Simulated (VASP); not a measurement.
SiC: single point with PBE

The system is SiC.

```
CELL_PARAMETERS angstrom
0.00000 2.05523 2.05523
2.05523 0.00000 2.05523
2.05523 2.05523 0.00000
ATOMIC_POSITIONS crystal
C 0.00000 0.00000 0.00000
Si 0.50000 0.50000 0.50000
```

This cell differs from its parent crystal: volume scaled by 1.040.

```
Program             : VASP 6.6.1
Task                : single point
Functional          : PBE
Potentials or basis : VASP PAW PBE potentials, release 64 (C, Si)
Cutoff              : 520 eV
k mesh              : 18 × 18 × 18
Occupations         : gaussian, width 0.05 eV
Spin                : no spin polarisation
```

```yaml
Pressure: -8.8 GPa
Band_gap_on_the_k_mesh: zero (band 4 reaches 11.82 eV, above the bottom of band 5 at 10.48 eV)
```

Levels at points of the mesh, in eV from the Fermi level:
```
           k point  band 1  band 2  band 3  band 4  band 5  band 6  band 7  band 8  band 9
(0.00, 0.00, 0.00)  -17.84    0.11    0.11    0.11    6.78    9.03    9.03    9.03   12.26
(0.50, 0.00, 0.00)  -12.84  -11.09   -0.83   -0.83    5.16    5.16    5.73    9.18   14.47
(0.50, 0.50, 0.00)  -11.20   -9.29   -4.02   -4.02   -1.12    2.84   14.29   14.29   14.59
```

Wall time 19 s on 1 thread of Intel Xeon 6975P-C (shared host), peak memory 0.16 GiB.
